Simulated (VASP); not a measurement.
A run of VASP 6.6.1:

INCAR

```
SYSTEM = Ga
PREC     = Accurate       ! precision mode
ENCUT    = 520            ! plane-wave cutoff, eV
EDIFF    = 1E-6           ! SCF threshold, eV
ISMEAR   = -1             ! smearing method
SIGMA    = 0.05           ! smearing width, eV
LREAL    = .False.        ! projectors in reciprocal space
LASPH    = .True.         ! aspherical terms in the spheres
NELM     = 100            ! most SCF steps
ALGO     = Normal         ! electronic algorithm
ISIF     = 2              ! what is computed and relaxed
LWAVE    = .False.        ! write WAVECAR
LCHARG   = .False.        ! write CHGCAR
GGA      = PE             ! functional
NBANDS   = 12             ! bands
ISYM     = 0
```

File KPOINTS:

```
regular mesh
0
Gamma
  14 14 16
  0 0 0
```

Contents of POSCAR:

```
Ga
1.0
   -1.3618800000      1.3618800000      2.2290000000
    1.3618800000     -1.3618800000      2.2290000000
    1.3618800000      1.3618800000     -2.2290000000
Ga
1
Direct
    0.0000000000      0.0000000000      0.0000000000
```

Potentials or basis: VASP PAW PBE potentials, release 64 (Ga_d).

Launch:

```sh
$ cat potpaw_PBE.64/Ga_d/POTCAR > POTCAR
$ mpirun -np 1 vasp_std > vasp.out
```

Hardware: 1 thread of Intel(R) Xeon(R) Platinum 8488C (Sapphire Rapids) (shared host).

Question: Estimate the wall time of this run.

Answer: It took 2 min on 1 thread of Intel(R) Xeon(R) Platinum 8488C (Sapphire Rapids), with other jobs on the host, peak memory 0.4 GiB. Counts: scf iterations 10, k points 1572.
